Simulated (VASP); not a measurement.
Wanted: the native input for a VASP 6.6.1 run.

```yaml
Task: relaxation of cell and atoms
Functional: revPBE
Potentials_or_basis: VASP PAW PBE potentials, release 64 (W_sv)
Cutoff: 600 eV
k_mesh: 10 × 10 × 10
Occupations: fermi-dirac, width 0.1 eV
Spin: no spin polarisation
Dipole_correction: no
Further_INCAR_settings: ALGO = Normal; EDIFF = 1e-06; IBRION = 2; EDIFFG = -0.01; NSW = 80; ISIF = 3
```

The structure of W lies in POSCAR:

```
W
1.0
    0.0000000000      2.7760741367      2.7760741367
    2.7760741367      0.0000000000      2.7760741367
    2.7760741367      2.7760741367      0.0000000000
W
2
Direct
    0.1250000000      0.1250000000      0.1250000000
    0.8750000000      0.8750000000      0.8750000000
```

This isn't the form of W at room conditions, which is bcc.

These files were run (other wordings do the same):

INCAR

```
SYSTEM = W
PREC = Accurate
ENCUT = 600
EDIFF = 1E-6
ISMEAR = -1
SIGMA = 0.1
LREAL = .False.
LASPH = .True.
NELM = 100
ALGO = Normal
ISIF = 3
LWAVE = .False.
LCHARG = .False.
GGA = RE
IBRION = 2
NSW = 80
EDIFFG = -0.01
```

KPOINTS

```
Automatic mesh
0
Gamma
  10 10 10
  0 0 0
```

Potentials or basis: VASP PAW PBE potentials, release 64 (W_sv).

Command:

```sh
$ cat potpaw_PBE.64/W_sv/POTCAR > POTCAR
$ mpirun -np 1 vasp_std > vasp.out
```

Results of the run:

- Relaxed volume: 25.21 Å³/atom
- Relaxed cell: a = 4.147 Å, b = 4.147 Å, c = 4.147 Å, α = 60.00°, β = 60.00°, γ = 60.00°
- Space group after relaxing (to 0.1 Å): Fd-3m (No. 227)
- Energy gained by relaxing: 277.2 meV/atom
- Ionic steps: 19
- Pressure after relaxing: 0.1 GPa
- Band gap on the k mesh: zero (bands 14 and 15 overlap by 0.90 eV)

Caveat: the volume moved by over 15 % at a fixed basis, so the end points are rough; the PAW data sets were made with another functional, which shifts forces and pressure a little; spin-orbit coupling is left out, which moves the levels of the heavy elements.

It took 4.4 min on 1 thread of Intel Xeon 8259CL, with other jobs on the host, peak memory 0.21 GiB.
